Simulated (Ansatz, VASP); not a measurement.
**One calculation of Sc3BP2, two programs**

```
Sc B P
1.0
    -1.84185    1.84185    7.77390
     1.84185   -1.84185    7.77390
     1.84185    1.84185   -7.77390
Sc B P
3 1 2
Cartesian
  0.0000 0.0000 13.0284
  0.0000 0.0000 2.5194
  0.0000 0.0000 7.7739
  0.0000 0.0000 0.0000
  0.0000 0.0000 5.1663
  0.0000 0.0000 10.3815
```

Alike in both runs: functional PBE; k mesh 6 × 6 × 6; occupations gaussian, width 0.2 eV; no spin polarisation.

Ansatz relaxed the structure, and its values are those at the end. VASP's run is a single point on that final structure, the one shown.

|  | VASP | Ansatz |
| --- | --- | --- |
| version | VASP 6.6.1 | Ansatz 0.2.0 |
| potentials or method | VASP PAW PBE potentials, release 64 (Sc_sv, B, P), cutoff 520 eV | scalar-relativistic, plane waves, PAW |
| valence electrons in the cell | 46 | 46 |

Ansatz gave:

* gap on the k mesh at the Fermi level (eV): none
* pressure (GPa): -0.1
* rms of the force components (eV/Å): 0.008

**Question.** Estimate VASP's values.

**Answer.** gap on the k mesh at the Fermi level (eV): none; pressure (GPa): 0.0; rms of the force components (eV/Å): 0.009.

A gap of «none» marks a metal or a gap that the smearing closes. The functional is the same, so the differences come from potentials, cutoffs and numerics.

The k mesh is coarse, so the values compare programs but aren't converged.
